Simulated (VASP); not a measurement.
A run of VASP 6.6.1:

File INCAR:

```
PREC = Accurate ; ENCUT = 520
EDIFF = 1E-7 ; ISMEAR = 0
SIGMA = 0.15 ; LREAL = F
LASPH = T ; NELM = 100
ALGO = Fast ; ISIF = 2
LWAVE = F ; LCHARG = F
GGA = CA ; NBANDS = 11
```

The input KPOINTS:

```
Automatic mesh
0
Gamma
  22 22 22
```

Contents of POSCAR:

```
Pt
1.0
   -0.8882399170      1.5488551543      1.5488551543
    1.5488551543     -0.8882399170      1.5488551543
    1.5488551543      1.5488551543     -0.8882399170
Pt
1
Direct
    0.0000000000      0.0000000000      0.0000000000
```

Potentials or basis: VASP PAW LDA potentials, release 64 (Pt).

Launch:

```bash
$ cat potpaw_LDA.64/Pt/POTCAR > POTCAR
$ mpirun -np 1 vasp_std > vasp.out
```

Hardware: 1 thread of Intel(R) Xeon(R) Platinum 8488C (Sapphire Rapids), on a shared host.

How long does it take, and how much memory?

It took 110 s on 1 thread of Intel(R) Xeon(R) Platinum 8488C (Sapphire Rapids), with other jobs on the host, peak memory 0.25 GiB. Counts: scf iterations 17, k points 1024.
